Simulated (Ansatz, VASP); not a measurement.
## Two plane-wave programs on Al2O3

```
CELL_PARAMETERS angstrom
2.37951 1.37381 4.33174
-2.37951 1.37381 4.33174
0.00000 -2.74762 4.33174
ATOMIC_POSITIONS crystal
Al 0.64806 0.64806 0.64806
Al 0.85194 0.85194 0.85194
Al 0.14806 0.14806 0.14806
Al 0.35194 0.35194 0.35194
O 0.44360 0.05640 0.75000
O 0.94360 0.25000 0.55640
O 0.05640 0.75000 0.44360
O 0.75000 0.44360 0.05640
O 0.25000 0.55640 0.94360
O 0.55640 0.94360 0.25000
```

Alike in both runs: functional r2SCAN; k mesh 6 × 6 × 6; occupations gaussian, width 0.02 eV; no spin polarisation.

Ansatz relaxed the structure, and its values are those at the end. VASP's run is a single point on that final structure, the one shown.

```csv
,VASP,Ansatz
version,VASP 6.6.1,Ansatz 0.2.0
potentials or method,"VASP PAW PBE potentials, release 64 (Al, O), cutoff 520 eV","scalar-relativistic, plane waves, PAW"
valence electrons in the cell,48,48
```

VASP gave:

| Property | Result |
| --- | --- |
| gap on the k mesh at the Fermi level (eV) | 7.15 |
| least direct gap on the mesh (eV) | 7.15 |
| pressure (GPa) | -0.5 |
| rms of the force components (eV/Å) | 0.013 |

**Question.** Estimate Ansatz's values.

**Answer.** gap on the k mesh at the Fermi level (eV): 7.14; least direct gap on the mesh (eV): 7.14; pressure (GPa): 0.0; rms of the force components (eV/Å): 0.004.

VASP's potentials were made for PBE, not for r2SCAN. With one functional, cell and mesh, what is left measures potentials, basis and numerics.
